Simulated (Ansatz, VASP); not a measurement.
One calculation of AlCu, two programs

```
Cu Al
1.0
     0.00000    2.23316    2.23316
     2.23316    0.00000    2.23316
     2.23316    2.23316    0.00000
Cu Al
1 1
Direct
  0.00000 0.00000 0.00000
  0.50000 0.50000 0.50000
```

Change from the starting cell: volume scaled by 0.72, PAW files.

Alike in both runs: task single point; functional PBEsol; k mesh 14 × 14 × 14; occupations fermi-dirac, width 0.1 eV; no spin polarisation.

|  | VASP | Ansatz |
| --- | --- | --- |
| version | VASP 6.6.1 | Ansatz 0.2.0 |
| potentials or method | VASP PAW PBE potentials, release 64 (Cu, Al) | PAW with Ansatz's default frozen-core files, scalar-relativistic |
| plane-wave cutoff (eV) | 520 | 420 |
| valence electrons in the cell | 14 | 22 |

|  | VASP | Ansatz | Ansatz less VASP |
| --- | --- | --- | --- |
| pressure (GPa) | 60.5 | 60.3 | -0.20 |

VASP's potentials were made for PBE, not for PBEsol. Both programs put the cell under a high pressure, so it lies far from rest at this level. VASP's potentials hold 14 valence electrons a cell and Ansatz's 22, so a difference there can come from the potentials and not from the codes.

Noted on VASP's run: the cell as given lies far from equilibrium.
